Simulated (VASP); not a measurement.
Input of a VASP 6.6.1 run:

INCAR

```
SYSTEM = Sr4Al8Ge8H
ALGO     = Normal         ! electronic algorithm
EDIFF    = 1E-6           ! SCF threshold, eV
ENCUT    = 520            ! plane-wave cutoff, eV
GGA      = PS             ! functional
ISIF     = 2              ! what is computed and relaxed
ISMEAR   = 0              ! smearing method
LASPH    = .True.         ! aspherical terms in the spheres
LCHARG   = .False.        ! write CHGCAR
LREAL    = Auto         
LWAVE    = .False.        ! write WAVECAR
NBANDS   = 104            ! bands
NELM     = 100            ! most SCF steps
PREC     = Accurate       ! precision mode
SIGMA    = 0.1            ! smearing width, eV
```

The input KPOINTS:

```
k-points
0
Gamma
  2 2 2
  0 0 0
```

POSCAR

```
Sr4Al8Ge8H
1.0
   -4.2279640000     -7.3230480000      0.0000000000
    6.3419450000     -3.6615240000      0.0000000000
    0.0000000000      0.0000000000      7.4707450000
Sr Al Ge H
4 8 8 1
Direct
    0.7464359735      0.5002284669      0.0012461943
    0.4991349482      0.0003170308     -0.0033508037
    0.2482357024      0.4991091240      0.0020682007
   -0.0000167170      0.0018892187      0.0155001944
    0.5041244278      0.6524588170      0.3771360152
    0.4977269042      0.3314346676      0.6224672372
    0.2349296838      0.1553914841      0.3800468360
    0.2511839817      0.8347782631      0.6228724177
    0.0015748700      0.6937292098      0.3813535330
   -0.0013864283      0.3398833057      0.6248198807
    0.7483204854      0.1645905274      0.3781161049
    0.7480347384      0.8361817935      0.6230247452
    0.4991294997      0.6653928024      0.7266966012
    0.4930676196      0.3213364583      0.2749751196
    0.2463980519      0.1672815032      0.7278660964
    0.2640017588      0.8266501731      0.2720649681
   -0.0010250214      0.6730203820      0.7298169058
   -0.0048784959      0.3469676724      0.2793302408
    0.7509535487      0.1683132808      0.7275658586
    0.7416970970      0.8321353505      0.2728247317
    1.0265350551     -0.0095303164      0.3795353743
```

Potentials or basis: VASP PAW PBE potentials, release 64 (Sr_sv, Al, Ge_d, H).

Command:

```console
$ cat potpaw_PBE.64/Sr_sv/POTCAR potpaw_PBE.64/Al/POTCAR potpaw_PBE.64/Ge_d/POTCAR potpaw_PBE.64/H/POTCAR > POTCAR
$ mpirun -np 1 vasp_std > vasp.out
```

Question: Estimate the band gap on the k mesh.

Answer: Zero (an odd number of electrons rules out a gap without spin polarisation).

Question: Estimate the pressure.

Answer: -0.8 GPa.

Question: What does it give for the largest force?

Answer: 0.251 eV/Å.

Stress tensor (GPa, compression positive):
```
-0.21  0.98  0.10
 0.98  0.23 -0.13
 0.10 -0.13 -2.39
```

Caveat: the k points lie up to 0.43 Å⁻¹ apart, too coarse for converged energies and pressures of a metal; the PAW data sets were made with another functional, which shifts forces and pressure a little; an odd number of electrons without spin polarisation forces a metal; a magnetic or distorted state may lie lower.
